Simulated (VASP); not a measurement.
# PbO2 (Plattnerite) (P4_2/mnm) in VASP: a series of runs

The runs below take PbO2 (Plattnerite) through single point, relaxation of cell and atoms, with LDA.

Everything below comes from runs of VASP 6.6.1. Logs are shortened: lines on timing, memory, paths and dates and some standing lists are left out, and cuts for length are marked.

## 1. The cell of the first run

Symmetry: P4_2/mnm, No. 136, tetragonal system. Conventional cell: a = 4.937 Å, b = 4.937 Å, c = 3.390 Å, α = 90.00°, β = 90.00°, γ = 90.00°. Within 2.8 Å of Pb (site symmetry mmm) lie 6 O at 2.15 to 2.16 Å. O (site symmetry m2m) has 3 Pb at 2.15 to 2.16 Å and 1 O at 2.69 Å within 2.8 Å.

## 2. Single point, LDA

INCAR

```
  PREC = Accurate
  ENCUT = 520
  EDIFF = 1E-6
  ISMEAR = 0
  SIGMA = 0.1
  LREAL = F
  LASPH = T
  NELM = 60
  ALGO = Normal
  ISIF = 2
  LWAVE = F
  LCHARG = T
  GGA = CA
  LELF = T
  LVHAR = T
  NBANDS = 35
```

KPOINTS

```
Automatic mesh
0
Gamma
  8 8 10
```

POSCAR

```
PbO2
1.0
    4.9374865467      0.0000000000      0.0000000000
    0.0000000000      4.9374865467      0.0000000000
    0.0000000000      0.0000000000      3.3899091151
Pb O
2 4
Direct
    0.0000000000      0.0000000000      0.0000000000
    0.5000000000      0.5000000000      0.5000000000
    0.3073832677      0.3073832677      0.0000000000
    0.1926167323      0.8073832677      0.5000000000
    0.6926167323      0.6926167323      0.0000000000
    0.8073832677      0.1926167323      0.5000000000
```

Potentials or basis: VASP PAW LDA potentials, release 64 (Pb_d, O).

On the command line:

```console
$ cat potpaw_LDA.64/Pb_d/POTCAR potpaw_LDA.64/O/POTCAR > POTCAR
$ mpirun -np 1 vasp_std > vasp.out
```

OUTCAR:

```text
PREC = Accurate
   ENCUT = 520
   EDIFF = 1E-6
   ISMEAR = 0
   LREAL = F
   LASPH = T
   NELM = 60
   ISIF = 2
   GGA = CA

 ion  position               nearest neighbor table
   1  0.000  0.000  0.000-   3 2.15   5 2.15   4 2.16   6 2.16   4 2.16   6 2.16   2 3.88   2 3.88
                             2 3.88   2 3.88   2 3.88   2 3.88   2 3.88   2 3.88
   2  0.500  0.500  0.500-   4 2.15   6 2.15   5 2.16   3 2.16   3 2.16   5 2.16   1 3.88   1 3.88
                             1 3.88   1 3.88   1 3.88   1 3.88   1 3.88   1 3.88
   3  0.307  0.307  0.000-   1 2.15   2 2.16   2 2.16
   4  0.193  0.807  0.500-   2 2.15   1 2.16   1 2.16
   5  0.693  0.693  0.000-   1 2.15   2 2.16   2 2.16
   6  0.807  0.193  0.500-   2 2.15   1 2.16   1 2.16

  LATTYP: Found a simple tetragonal cell.
 ALAT       =     4.9374865467
 C/A-ratio  =     0.6865657421

  Lattice vectors:

 A1 = (   4.9374865467,   0.0000000000,   0.0000000000)
 A2 = (   0.0000000000,   4.9374865467,   0.0000000000)
 A3 = (   0.0000000000,   0.0000000000,   3.3899091151)

Analysis of symmetry for initial positions (statically):
=====================================================================
 Subroutine PRICEL returns:
 Original cell was already a primitive cell.

 Routine SETGRP: Setting up the symmetry group for a
 simple tetragonal supercell.

 Subroutine GETGRP returns: Found 16 space group operations
 (whereof  8 operations were pure point group operations)
 out of a pool of 16 trial point group operations.

The static configuration has the point symmetry D_2h.
 The point group associated with its full space group is D_4h.

Analysis of symmetry for dynamics (positions and initial velocities):
=====================================================================
 Subroutine PRICEL returns:
 Original cell was already a primitive cell.

 Routine SETGRP: Setting up the symmetry group for a
 simple tetragonal supercell.

 Subroutine GETGRP returns: Found 16 space group operations
 (whereof  8 operations were pure point group operations)
 out of a pool of 16 trial point group operations.

The dynamic configuration has the point symmetry D_2h.
 The point group associated with its full space group is D_4h.

 Subroutine INISYM returns: Found 16 space group operations
 (whereof  8 operations are pure point group operations),
 and found     1 'primitive' translations

----------------------------------------------------------------------------------------

                                     Primitive cell

  volume of cell :      82.6418

  direct lattice vectors                    reciprocal lattice vectors
     4.937486547  0.000000000  0.000000000     0.202532197  0.000000000  0.000000000
     0.000000000  4.937486547  0.000000000     0.000000000  0.202532197  0.000000000
     0.000000000  0.000000000  3.389909115     0.000000000  0.000000000  0.294993159

  length of vectors
     4.937486547  4.937486547  3.389909115     0.202532197  0.202532197  0.294993159

  position of ions in fractional coordinates (direct lattice)
     0.000000000  0.000000000  0.000000000
     0.500000000  0.500000000  0.500000000
     0.307383268  0.307383268  0.000000000
     0.192616732  0.807383268  0.500000000
     0.692616732  0.692616732  0.000000000
     0.807383268  0.192616732  0.500000000

  ion indices of the primitive-cell ions
   primitive index   ion index
                 1           1
                 2           2
                 3           3
                 4           4
                 5           5
                 6           6

----------------------------------------------------------------------------------------

 KPOINTS: Automatic mesh

Automatic generation of k-mesh.
 Grid dimensions read from file:
 generate k-points for:    8    8   10

 Generating k-lattice:

  Cartesian coordinates                     Fractional coordinates (reciprocal lattice)
     0.025316525  0.000000000  0.000000000     0.125000000  0.000000000  0.000000000
     0.000000000  0.025316525  0.000000000     0.000000000  0.125000000  0.000000000
     0.000000000  0.000000000  0.029499316     0.000000000  0.000000000  0.100000000

  Length of vectors
     0.025316525  0.025316525  0.029499316

  Shift w.r.t. Gamma in fractional coordinates (k-lattice)
     0.000000000  0.000000000  0.000000000

 Subroutine IBZKPT returns following result:
 ===========================================

 Found     90 irreducible k-points:

 Following reciprocal coordinates:
            Coordinates               Weight
  0.000000  0.000000  0.000000      1.000000
  0.125000  0.000000  0.000000      4.000000
  0.250000  0.000000  0.000000      4.000000
  0.375000  0.000000  0.000000      4.000000
  0.500000  0.000000  0.000000      2.000000
  0.125000  0.125000  0.000000      4.000000
[... 16 lines left out ...]
  0.375000  0.125000  0.100000     16.000000
  0.500000  0.125000  0.100000      8.000000
 [... further k-points ...]
   k-points           NKPTS =     90   k-points in BZ     NKDIM =     90   number of bands    NBANDS=     35
   number of dos      NEDOS =    301   number of ions     NIONS =      6
   total plane-waves  NPLWV =  44800
   dimension x,y,z NGX =    40 NGY =   40 NGZ =   28
   dimension x,y,z NGXF=    80 NGYF=   80 NGZF=   56
   ions per type =               2   4
   NGX,Y,Z   is equivalent  to a cutoff of  13.47, 13.47, 13.73 a.u.
   NGXF,Y,Z  is equivalent  to a cutoff of  26.94, 26.94, 27.46 a.u.
 SYSTEM =  unknown system
   PREC   = accura    normal or accurate (medium, high low for compatibility)
   ISTART =      0    job   : 0-new  1-cont  2-samecut
   ICHARG =      2    charge: 1-file 2-atom 10-const
   ISPIN  =      1    spin polarized calculation?
   LNONCOLLINEAR =      F non collinear calculations
   LSORBIT =      F    spin-orbit coupling
   LASPH  =      T    aspherical Exc in radial PAW
   ENCUT  =  520.0 eV  38.22 Ry    6.18 a.u.   9.18  9.18  6.30*2*pi/ulx,y,z
   NELM   =     60;   NELMIN=  2; NELMDL= -5     # of ELM steps
   EDIFF  = 0.1E-05   stopping-criterion for ELM
   LREAL  =      F    real-space projection
   EDIFFG = 0.1E-04   stopping-criterion for IOM
   NSW    =      0    number of steps for IOM
   IBRION =     -1    ionic relax: 0-MD 1-quasi-New 2-CG
   NFREE  =      0    steps in history (QN), initial steepest desc. (CG)
   ISIF   =      2    stress and relaxation
   ISYM   =      2    0-nonsym 1-usesym 2-fastsym
   POTIM  = 0.5000    time-step for ionic-motion
   TEBEG  =    0.0;   TEEND  =   0.0 temperature during run
   PSTRESS=    0.0 pullay stress
   NELECT =      52.0000    total number of electrons
   NUPDOWN=      -1.0000    fix difference up-down
   EMIN   =  10.00;   EMAX   =-10.00  energy-range for DOS
   EFERMI =   0.00;   METHOD = LEGACY
   ISMEAR =     0;   SIGMA  =   0.10  broadening in eV -4-tet -1-fermi 0-gaus
   EFERMI_NEDOS =   21; number of points for ismear=-14 and -15
   IALGO  =     38    algorithm
   IMIX   =      4    mixing-type and parameters
     AMIX     =   0.40;   BMIX     =  1.00
     AMIX_MAG =   1.60;   BMIX_MAG =  1.00
  volume/ion in A,a.u.               =      13.77        92.95
  Fermi-wavevector in a.u.,A,eV,Ry     =   1.402844  2.650990 26.775866  1.967971
  Thomas-Fermi vector in A             =   2.525565
   LORBIT       =      0    0 simple, 1 ext, 2 COOP (PROOUT), +10 PAW based schemes
   GGA     = CA    functional components
   LHFCALC =     F    Hartree Fock is set to
   AEXX    =    0.0000 exact exchange contribution
   IVDW    =     0    specifies the selected vdW correction
   LEPSILON=     F    determine dielectric tensor
   LRPA    =     F    only Hartree local field effects (RPA)
 non-spin polarized calculation
 Gauss-broadening in eV      SIGMA  =   0.10
  energy-cutoff  :      520.00
  volume of cell :       82.64
 maximum number of plane-waves:      2249
 NGX is ok and might be reduce to    40
   NGX = 19   NGY = 19   NGZ = 13

 number of electron      52.0000010 magnetization

 Free energy of the ion-electron system (eV)
  ---------------------------------------------------
  ext. energy  EPLUGINS =         0.00000000
  ---------------------------------------------------
  free energy    TOTEN  =       -36.65140056 eV

  energy without entropy =      -36.64966741  energy(sigma->0) =      -36.65053398

 E-fermi :   4.2668     XC(G=0): -11.3062

 val. band max:        4.2545729474   @ k =   0.1250   0.0000   0.0000
 cond. band min:       4.2891228631   @ k =   0.0000   0.0000   0.1000
 fundamental gap:      0.0345499156
 Fermi energy:         4.2668323074

 k-point     1 :       0.0000    0.0000    0.0000
  band No.  band energies     occupation
      1     -14.0110      2.00000
      2     -13.8880      2.00000
      3     -12.0441      2.00000
      4     -12.0441      2.00000
      5     -11.3167      2.00000
      6     -11.0818      2.00000
[... 27 lines left out ...]
     34      15.3551      0.00000
     35      15.9240      0.00000

 k-point     2 :       0.1250    0.0000    0.0000
  band No.  band energies     occupation
      1     -13.9665      2.00000
      2     -13.8601      2.00000
      3     -12.2554      2.00000
      4     -12.1540      2.00000
      5     -11.0944      2.00000
      6     -11.0485      2.00000
[... 27 lines left out ...]
     34      15.5161      0.00000
     35      15.9166      0.00000

 k-point     3 :       0.2500    0.0000    0.0000
  band No.  band energies     occupation
      1     -13.8413      2.00000
      2     -13.7804      2.00000
      3     -12.5894      2.00000
      4     -12.4165      2.00000
      5     -11.0424      2.00000
      6     -11.0419      2.00000
[... 27 lines left out ...]
     34      15.9267      0.00000
     35      15.9327      0.00000
[... 723 lines left out ...]
 k-point    23 :       0.3750    0.1250    0.1000
  band No.  band energies     occupation
      1     -13.7236      2.00000
      2     -13.5014      2.00000
      3     -13.0398      2.00000
      4     -12.6569      2.00000
      5     -11.0420      2.00000
      6     -10.9965      2.00000
[... 27 lines left out ...]
     34      15.9932      0.00000
     35      16.0272      0.00000

 k-point    24 :       0.5000    0.1250    0.1000
  band No.  band energies     occupation
      1     -13.5828      2.00000
      2     -13.5828      2.00000
      3     -12.9085      2.00000
      4     -12.9085      2.00000
      5     -11.0070      2.00000
      6     -11.0070      2.00000
[... 27 lines left out ...]
     34      15.8223      0.00000
     35      16.1677      0.00000

 [... further k-points ...]
[... 5 lines left out ...]
  --------------------------------------------------------------------------------------
  -------------------------------------------------------------------------------------
  Total        0.1938465      0.1938465      0.3253548     -0.0000000      0.0000000      0.0000000
  in kB        3.7581020      3.7581020      6.3076550     -0.0000000      0.0000000      0.0000000
  external PRESSURE =       4.6079530 kB  Pullay stress =       0.0000000 kB

 VOLUME and BASIS-vectors are now :
 -----------------------------------------------------------------------------
  energy-cutoff  :      520.00
  volume of cell :       82.64
      direct lattice vectors                 reciprocal lattice vectors
     4.937486547  0.000000000  0.000000000     0.202532197  0.000000000  0.000000000
     0.000000000  4.937486547  0.000000000     0.000000000  0.202532197  0.000000000
     0.000000000  0.000000000  3.389909115     0.000000000  0.000000000  0.294993159

 POSITION                                       TOTAL-FORCE (eV/Angst)
 -----------------------------------------------------------------------------------
      0.00000      0.00000      0.00000         0.000000     -0.000000      0.000000
      2.46874      2.46874      1.69495         0.000000     -0.000000      0.000000
      1.51770      1.51770      0.00000        -0.008575     -0.008575      0.000000
      0.95104      3.98644      1.69495         0.008575     -0.008575      0.000000
      3.41979      3.41979      0.00000         0.008575      0.008575      0.000000
      3.98644      0.95104      1.69495        -0.008575      0.008575      0.000000
 -----------------------------------------------------------------------------------
    total drift:                               -0.000000      0.000000      0.000000

  FREE ENERGIE OF THE ION-ELECTRON SYSTEM (eV)
  ---------------------------------------------------
  free  energy   TOTEN  =       -36.6514005579 eV

  energy  without entropy=      -36.6496674098  energy(sigma->0) =      -36.65053398
```

Wall time 3.8 min (1 thread of Oxide Virtual Turin-like, shared host); peak memory 0.28 GiB.

What came out:

| Property | Result |
| --- | --- |
| Free energy | -36.6514 eV |
| Pressure | 0.5 GPa |
| Largest force | 0.012 eV/Å |

Forces on the atoms (eV/Å):
```
Pb   0.000  0.000  0.000
Pb   0.000  0.000  0.000
O   -0.009 -0.009  0.000
O    0.009 -0.009  0.000
O    0.009  0.009  0.000
O   -0.009  0.009  0.000
```

Stress tensor (GPa, compression positive):
```
0.38 0.00 0.00
0.00 0.38 0.00
0.00 0.00 0.63
```

Caveat: spin-orbit coupling is left out, which moves the levels of the heavy elements.

## 3. Relaxation of cell and atoms, LDA

This run uses another cell than the first one, of 14.82 Å³/atom, 1.076 times its volume.

INCAR

```
ALGO = Normal
EDIFF = 1E-6
EDIFFG = -0.005
ENCUT = 600
IBRION = 2
ISIF = 3
ISMEAR = 0
LASPH = T
LCHARG = F
LREAL = F
LWAVE = F
NELM = 60
NSW = 70
PREC = Accurate
SIGMA = 0.1
```

KPOINTS

```
k-points
0
Gamma
  8 8 10
```

POSCAR

```
PbO2
1.0
    5.0820153149      0.0000000000      0.0000000000
    0.0000000000      5.0820153149      0.0000000000
    0.0000000000      0.0000000000      3.4428066694
Pb O
2 4
Direct
    0.0000000000      0.0000000000      0.0000000000
    0.5000000000      0.5000000000      0.5000000000
    0.3079753846      0.3079753846      0.0000000000
    0.1920246154      0.8079753846      0.5000000000
    0.6920246154      0.6920246154      0.0000000000
    0.8079753846      0.1920246154      0.5000000000
```

Potentials or basis: VASP PAW LDA potentials, release 64 (Pb_d, O).

On the command line:

```console
$ cat potpaw_LDA.64/Pb_d/POTCAR potpaw_LDA.64/O/POTCAR > POTCAR
$ mpirun -np 1 vasp_std > vasp.out
```

Wall time 32 min (1 thread of Oxide Virtual Turin-like, shared host); peak memory 0.33 GiB.

It converged, with:

```yaml
Free_energy: -36.6737 eV
Relaxed_volume: 13.80 Å³/atom
Relaxed_cell: a = 4.938 Å, b = 4.938 Å, c = 3.394 Å, α = 90.00°, β = 90.00°, γ = 90.00°
Space_group_after_relaxing_to_0.05_Å: P4_2/mnm (No. 136)
Energy_gained_by_relaxing: 29.6 meV/atom
Ionic_steps: 11
Pressure_after_relaxing: 0.0 GPa
Largest_force_after_relaxing: 0.004 eV/Å
```

Forces in eV/Å, atoms in the order of the input:
```
Pb   0.000  0.000  0.000
Pb   0.000  0.000  0.000
O   -0.003 -0.003  0.000
O    0.003 -0.003  0.000
O    0.003  0.003  0.000
O   -0.003  0.003  0.000
```

Step by step:
```
step  energy change (eV)  largest force (eV/Å)  pressure (GPa)  volume (Å³)
   1              0.0000                0.0867           -8.79        88.92
   2             -0.0404                0.3735            9.60        78.86
   3             -0.1687                0.1293           -0.20        83.27
   4             -0.1687                0.1344           -0.03        83.16
   5             -0.1752                0.0325            0.09        82.90
   6             -0.1766                0.0487            0.21        82.68
   7             -0.1766                0.0435            0.18        82.70
   8             -0.1771                0.0251           -0.18        82.88
   9             -0.1771                0.0228           -0.25        82.90
  10             -0.1773                0.0144            0.04        82.73
  11             -0.1773                0.0040           -0.02        82.78
```

Final structure:
```cif
data_structure
_symmetry_space_group_name_H-M 'P 1'
_symmetry_Int_Tables_number 1
_cell_length_a 4.9382
_cell_length_b 4.9382
_cell_length_c 3.3945
_cell_angle_alpha 90.000
_cell_angle_beta 90.000
_cell_angle_gamma 90.000
_cell_volume 82.78
loop_
_atom_site_label
_atom_site_type_symbol
_atom_site_fract_x
_atom_site_fract_y
_atom_site_fract_z
_atom_site_occupancy
Pb1 Pb 0.00000 0.00000 0.00000 1
Pb2 Pb 0.50000 0.50000 0.50000 1
O1 O 0.30738 0.30738 0.00000 1
O2 O 0.19262 0.80738 0.50000 1
O3 O 0.69262 0.69262 0.00000 1
O4 O 0.80738 0.19262 0.50000 1
```

Levels at points of the mesh, in eV from the Fermi level:
| k point | band 24 | band 25 | band 26 | band 27 | band 28 | band 29 |
| --- | --- | --- | --- | --- | --- | --- |
| (0.00, 0.00, 0.00) | -0.67 | -0.65 | -0.65 | 0.05 | 4.29 | 5.69 |
| (0.50, 0.00, 0.00) | -0.70 | -0.43 | -0.43 | 2.53 | 2.53 | 6.30 |
| (0.50, 0.50, 0.00) | -0.71 | -0.53 | -0.53 | 2.92 | 2.92 | 6.66 |
| (0.00, 0.00, 0.50) | -1.23 | -0.86 | -0.86 | 3.84 | 3.84 | 8.80 |
| (0.50, 0.00, 0.50) | -0.87 | -0.21 | -0.21 | 4.17 | 4.17 | 7.29 |
| (0.50, 0.50, 0.50) | -0.74 | -0.58 | -0.58 | 2.88 | 2.88 | 8.15 |

Caveat: spin-orbit coupling is left out, which moves the levels of the heavy elements.
